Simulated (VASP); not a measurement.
Set up this calculation in VASP 6.6.1, as the native input.

| Item | Value |
| --- | --- |
| Task | single point |
| Functional | PBE |
| Potentials or basis | VASP PAW PBE potentials, release 64 (Ti_sv, Ru_pv, C) |
| Cutoff | 520 eV |
| k mesh | 12 × 12 × 4 |
| Occupations | gaussian, width 0.1 eV |
| Spin | no spin polarisation |
| Dipole correction | no |
| Further INCAR settings | ALGO = Normal; EDIFF = 1e-06; NBANDS = 34 |

The structure of Ti2RuC3 lies in POSCAR:

```
Ti2RuC3
1.0
    3.1085143557      0.0000000000      0.0000000000
   -1.5542571778      2.6920524001      0.0000000000
    0.0000000000      0.0000000000      7.2190057217
Ti Ru C
2 1 3
Direct
    0.3333333333      0.6666666667      0.6733565482
    0.6666666667      0.3333333333      0.3266434518
    0.0000000000      0.0000000000      0.0000000000
    0.0000000000      0.0000000000      0.5000000000
    0.3333333333      0.6666666667      0.1598069986
    0.6666666667      0.3333333333      0.8401930014
```

The input as run:

INCAR

```
PREC = Accurate
ENCUT = 520
EDIFF = 1E-6
ISMEAR = 0
SIGMA = 0.1
LREAL = False
LASPH = True
NELM = 100
ALGO = Normal
ISIF = 2
LWAVE = False
LCHARG = True
GGA = PE
LELF = True
LVHAR = True
NBANDS = 34
```

KPOINTS

```
regular mesh
0
Gamma
  12 12 4
```

Potentials or basis: VASP PAW PBE potentials, release 64 (Ti_sv, Ru_pv, C).

Launch:

```console
$ cat potpaw_PBE.64/Ti_sv/POTCAR potpaw_PBE.64/Ru_pv/POTCAR potpaw_PBE.64/C/POTCAR > POTCAR
$ mpirun -np 1 vasp_std > vasp.out
```

It gave:

| Quantity | Value |
| --- | --- |
| Pressure | 0.2 GPa |
| Largest force | 0.010 eV/Å |
| Band gap on the k mesh | zero (bands 25 and 26 overlap by 0.47 eV) |

Wall time 3.7 min on 1 thread of Intel Xeon 8259CL, with other jobs on the host, peak memory 0.27 GiB.
